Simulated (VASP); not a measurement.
The system is ScNb.

```
Nb Sc
1.0
     3.06564    0.00000    0.00000
    -1.53282    2.65493    0.00000
     0.00000    0.00000    5.07219
Nb Sc
1 1
Direct
  0.33333 0.66667 0.50000
  0.00000 0.00000 0.00000
```

Base run:

```yaml
Program: VASP 6.6.1
Functional: PBE
Potentials_or_basis: VASP PAW PBE potentials, release 64 (Nb_sv, Sc_sv)
Cutoff: 520 eV
k_mesh: 10 × 10 × 5
Occupations: fermi-dirac, width 0.05 eV
Spin: no spin polarisation
```

Its results: band gap on the k mesh zero (bands 12 and 13 overlap by 0.89 eV); pressure -0.2 GPa.

Task: The run is repeated on the same cell with these changes: functional from PBE to PBEsol; dispersion from none to D3(BJ). What comes out?

Result: Band gap on the k mesh zero (bands 12 and 13 overlap by 0.89 eV); pressure -8.6 GPa.

Several settings changed at once.

Caveats: three body term missing (at least some runs); the cell stands under tension (at least some runs); the PAW data sets were made with another functional, which shifts forces and pressure a little (at least some runs).
